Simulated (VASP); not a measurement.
# Bi (Im-3m) in VASP: elastic constants with PBEsol

Aim: the elastic constants of Bi with PBEsol.

Program: VASP 6.6.1. These are calculated values, not measurements. Logs are shortened: lines on timing, memory, paths and dates and some standing lists are left out, and cuts for length are marked.

### Step 1. The cell of the first run

It takes space group Im-3m (No. 229, cubic). The conventional cell has a = 3.917 Å, b = 3.917 Å, c = 3.917 Å, α = 90.00°, β = 90.00°, γ = 90.00°. Bi (site symmetry m-3m) has 14 Bi at 3.39 to 3.92 Å within 4.5 Å.

### Step 2. Elastic constants, PBEsol

INCAR reads:

```
ALGO     = Normal         # electronic algorithm
EDIFF    = 1E-8           # SCF threshold, eV
ENCUT    = 600            # plane-wave cutoff, eV
GGA      = PS             # functional
IBRION   = 6              # ionic algorithm
ISIF     = 3              # what is computed and relaxed
ISMEAR   = -1             # smearing method
LASPH    = T              # aspherical terms in the spheres
LCHARG   = T              # write CHGCAR
LREAL    = F              # projectors in reciprocal space
LWAVE    = F              # write WAVECAR
NBANDS   = 14             # bands
NELM     = 100            # most SCF steps
NFREE    = 2            
NSW      = 1              # ionic steps
POTIM    = 0.015          # step
PREC     = Accurate       # precision mode
SIGMA    = 0.15           # smearing width, eV
```

KPOINTS reads:

```
k-points
0
Gamma
  16 16 16
```

POSCAR reads:

```
Bi
1.0
   -1.9586131438      1.9586131438      1.9586131438
    1.9586131438     -1.9586131438      1.9586131438
    1.9586131438      1.9586131438     -1.9586131438
Bi
1
Direct
    0.0000000000      0.0000000000      0.0000000000
```

Potentials or basis: VASP PAW PBE potentials, release 64 (Bi_d).

Launch:

```console
> cat potpaw_PBE.64/Bi_d/POTCAR > POTCAR
> mpirun -np 1 vasp_std > vasp.out
```

OUTCAR:

```text
EDIFF = 1E-8
   ENCUT = 600
   GGA = PS
   IBRION = 6
   ISIF = 3
   ISMEAR = -1
   LASPH = T
   LREAL = F
   NELM = 100
   NFREE = 2
   NSW = 1
   POTIM = 0.015
   PREC = Accurate

 ion  position               nearest neighbor table
   1  0.000  0.000  0.000-

  LATTYP: Found a body centered cubic cell.
 ALAT       =     3.9172262876

  Lattice vectors:

 A1 = (  -1.9586131438,   1.9586131438,   1.9586131438)
 A2 = (   1.9586131438,  -1.9586131438,   1.9586131438)
 A3 = (   1.9586131438,   1.9586131438,  -1.9586131438)

Analysis of symmetry for initial positions (statically):
=====================================================================
 Subroutine PRICEL returns:
 Original cell was already a primitive cell.

 Routine SETGRP: Setting up the symmetry group for a
 body centered cubic supercell.

 Subroutine GETGRP returns: Found 48 space group operations
 (whereof 48 operations were pure point group operations)
 out of a pool of 48 trial point group operations.

The static configuration has the point symmetry O_h .

Analysis of symmetry for dynamics (positions and initial velocities):
=====================================================================
 Subroutine PRICEL returns:
 Original cell was already a primitive cell.

 Routine SETGRP: Setting up the symmetry group for a
 body centered cubic supercell.

 Subroutine GETGRP returns: Found 48 space group operations
 (whereof 48 operations were pure point group operations)
 out of a pool of 48 trial point group operations.

The dynamic configuration has the point symmetry O_h .

 Subroutine INISYM returns: Found 48 space group operations
 (whereof 48 operations are pure point group operations),
 and found     1 'primitive' translations

----------------------------------------------------------------------------------------

                                     Primitive cell

  volume of cell :      30.0543

  direct lattice vectors                    reciprocal lattice vectors
    -1.958613144  1.958613144  1.958613144     0.000000000  0.255282674  0.255282674
     1.958613144 -1.958613144  1.958613144     0.255282674  0.000000000  0.255282674
     1.958613144  1.958613144 -1.958613144     0.255282674  0.255282674  0.000000000

  length of vectors
     3.392417477  3.392417477  3.392417477     0.361024219  0.361024219  0.361024219

  position of ions in fractional coordinates (direct lattice)
     0.000000000  0.000000000  0.000000000

  ion indices of the primitive-cell ions
   primitive index   ion index
                 1           1

----------------------------------------------------------------------------------------

 KPOINTS: k-points

Automatic generation of k-mesh.
 Grid dimensions read from file:
 generate k-points for:   16   16   16

 Generating k-lattice:

  Cartesian coordinates                     Fractional coordinates (reciprocal lattice)
     0.000000000  0.015955167  0.015955167     0.062500000  0.000000000  0.000000000
     0.015955167  0.000000000  0.015955167     0.000000000  0.062500000  0.000000000
     0.015955167  0.015955167  0.000000000     0.000000000  0.000000000  0.062500000

  Length of vectors
     0.022564014  0.022564014  0.022564014

  Shift w.r.t. Gamma in fractional coordinates (k-lattice)
     0.000000000  0.000000000  0.000000000
[... 90 lines left out ...]

 number of electron      14.9999999 magnetization

 Free energy of the ion-electron system (eV)
  ---------------------------------------------------
  ext. energy  EPLUGINS =         0.00000000
  ---------------------------------------------------
  free energy    TOTEN  =        -4.24311787 eV

  energy without entropy =       -4.19516859  energy(sigma->0) =       -4.21914323

------------------------ aborting loop because EDIFF is reached ----------------------------------------

  FORCE on cell =-STRESS in cart. coord.  units (eV):
  Direction    XX          YY          ZZ          XY          YZ          ZX
  --------------------------------------------------------------------------------------
  -------------------------------------------------------------------------------------
  Total       -0.0018027     -0.0018027     -0.0018027     -0.0000000     -0.0000000      0.0000000
  in kB       -0.0960986     -0.0960986     -0.0960986     -0.0000000     -0.0000000      0.0000000
  external PRESSURE =      -0.0960986 kB  Pullay stress =       0.0000000 kB
[... 86 lines left out ...]
  FREE ENERGIE OF THE ION-ELECTRON SYSTEM (eV)
  ---------------------------------------------------
  free  energy   TOTEN  =        -4.2415802856 eV

  energy  without entropy=       -4.1943637148  energy(sigma->0) =       -4.21797200

[... ionic steps 4 to 12 ...]

--------------------------------------- Ionic step       13  -------------------------------------------

 number of electron      14.9999999 magnetization

------------------------ aborting loop because EDIFF is reached ----------------------------------------
[... 65 lines left out ...]
--------------------------------------- Ionic step       15  -------------------------------------------

 number of electron      15.0000000 magnetization

 Free energy of the ion-electron system (eV)
  ---------------------------------------------------
  ext. energy  EPLUGINS =         0.00000000
  ---------------------------------------------------
  free energy    TOTEN  =        -4.24312020 eV

  energy without entropy =       -4.19517094  energy(sigma->0) =       -4.21914557

 E-fermi :   8.1760     XC(G=0): -10.6064

 val. band max:        8.1400240379   @ k =  -0.4375   0.5000   0.1250
 cond. band min:       8.1853587087   @ k =   0.3125   0.1250   0.0625
 fundamental gap:      0.0453346708
 Fermi energy:         8.1759573481

 k-point     1 :       0.0000    0.0000    0.0000
  band No.  band energies     occupation
      1     -14.7910      2.00000
      2     -14.7910      2.00000
      3     -14.7910      2.00000
      4     -14.6453      2.00000
      5     -14.6453      2.00000
      6      -5.5929      2.00000
      7      13.5581      0.00000
      8      13.5581      0.00000
      9      13.5581      0.00000
     10      17.7447      0.00000
     11      18.6703      0.00000
     12      18.6703      0.00000
     13      18.6703      0.00000
     14      20.1051      0.00000
[... 377 lines left out ...]
      1     -14.8058      2.00000
      2     -14.7462      2.00000
      3     -14.6680      2.00000
      4     -14.6601      2.00000
      5     -14.6062      2.00000
      6      -3.0951      2.00000
      7       5.1191      2.00000
      8       8.0415      1.42045
      9      11.1833      0.00000
     10      16.2649      0.00000
     11      17.6952      0.00000
     12      20.0130      0.00000
     13      22.2199      0.00000
     14      22.5202      0.00000

 [... further k-points ...]
[... 5 lines left out ...]
  --------------------------------------------------------------------------------------
  -------------------------------------------------------------------------------------
  Total       -0.0017729     -0.0017729     -0.0017729     -0.0000000      0.0000000     -0.0000000
  in kB       -0.0945136     -0.0945136     -0.0945136     -0.0000000      0.0000000     -0.0000000
  external PRESSURE =      -0.0945136 kB  Pullay stress =       0.0000000 kB
[... 16 lines left out ...]
  FREE ENERGIE OF THE ION-ELECTRON SYSTEM (eV)
  ---------------------------------------------------
  free  energy   TOTEN  =        -4.2431202014 eV

  energy  without entropy=       -4.1951709423  energy(sigma->0) =       -4.21914557

 INTERNAL STRAIN TENSORS FROM STRAINED CELLS
 ============================================

 INTERNAL STRAIN TENSOR FOR ION    1 for displacements in x,y,z  (eV/Angst):
          X           Y           Z          XY          YZ          ZX
  --------------------------------------------------------------------------------
  x     0.00000    -0.00000    -0.00000    -0.00000    -0.00000     0.00000
  y     0.00000    -0.00000     0.00000     0.00000     0.00000    -0.00000
  z    -0.00000    -0.00000    -0.00000    -0.00000    -0.00000    -0.00000

 INTERNAL STRAIN TENSORS FROM DISPLACED ATOMS
 ============================================

 INTERNAL STRAIN TENSOR FOR ION    1 for displacements in x,y,z  (eV/Angst):
          X           Y           Z          XY          YZ          ZX
  --------------------------------------------------------------------------------
  x     0.00000     0.00000     0.00000     0.00000     0.00000     0.00000
  y     0.00000     0.00000     0.00000     0.00000     0.00000     0.00000
  z     0.00000     0.00000     0.00000     0.00000     0.00000     0.00000

 Eigenvectors and eigenvalues of the dynamical matrix
 ----------------------------------------------------

   1 f/i=    0.000000 THz     0.000000 2PiTHz    0.000000 cm-1     0.000000 meV
             X         Y         Z           dx          dy          dz
      0.000000  0.000000  0.000000     1.000000    0.000000    0.000000

   2 f/i=    0.000000 THz     0.000000 2PiTHz    0.000000 cm-1     0.000000 meV
             X         Y         Z           dx          dy          dz
      0.000000  0.000000  0.000000     0.000000    1.000000    0.000000

   3 f/i=    0.000000 THz     0.000000 2PiTHz    0.000000 cm-1     0.000000 meV
             X         Y         Z           dx          dy          dz
      0.000000  0.000000  0.000000     0.000000    0.000000    1.000000

--------------------------------------------------------------------------------------------------------

 ELASTIC MODULI CONTR FROM IONIC RELAXATION (kBar)
 Direction    XX          YY          ZZ          XY          YZ          ZX
 --------------------------------------------------------------------------------
 XX           0.0000      0.0000      0.0000      0.0000      0.0000      0.0000
 YY           0.0000      0.0000      0.0000      0.0000      0.0000      0.0000
 ZZ           0.0000      0.0000      0.0000      0.0000      0.0000      0.0000
 XY           0.0000      0.0000      0.0000      0.0000      0.0000      0.0000
 YZ           0.0000      0.0000      0.0000      0.0000      0.0000      0.0000
 ZX           0.0000      0.0000      0.0000      0.0000      0.0000      0.0000
 --------------------------------------------------------------------------------

 TOTAL ELASTIC MODULI (kBar)
 Direction    XX          YY          ZZ          XY          YZ          ZX
 --------------------------------------------------------------------------------
 XX         718.1551    534.9837    534.9837      0.0000     -0.0000      0.0000
 YY         534.9837    718.1551    534.9837     -0.0000      0.0000      0.0000
 ZZ         534.9837    534.9837    718.1551     -0.0000      0.0000     -0.0000
 XY           0.0000     -0.0000     -0.0000    213.2965      0.0000     -0.0000
 YZ          -0.0000      0.0000      0.0000      0.0000    213.2965      0.0000
 ZX           0.0000      0.0000     -0.0000     -0.0000      0.0000    213.2965
 --------------------------------------------------------------------------------
```

Wall time 23 min (1 thread of Intel Xeon 6975P-C (Granite Rapids), shared host); peak memory 0.91 GiB.

Results:

```
Elastic constants C11, C12, C44 : 72, 53, 21 GPa
Voigt bulk modulus              : 60 GPa
```

Elastic tensor in Voigt notation (GPa, in the Cartesian axes of the cell as first typed):
```
72 53 53  0  0  0
53 72 53  0  0  0
53 53 72  0  0  0
 0  0  0 21  0  0
 0  0  0  0 21  0
 0  0  0  0  0 21
```

Clamped-ion elastic tensor (GPa):
```
72 53 53  0  0  0
53 72 53  0  0  0
53 53 72  0  0  0
 0  0  0 21  0  0
 0  0  0  0 21  0
 0  0  0  0  0 21
```

Caveat: the PAW data sets were made with another functional, which shifts forces and pressure a little; spin-orbit coupling is left out, which moves the levels of the heavy elements.
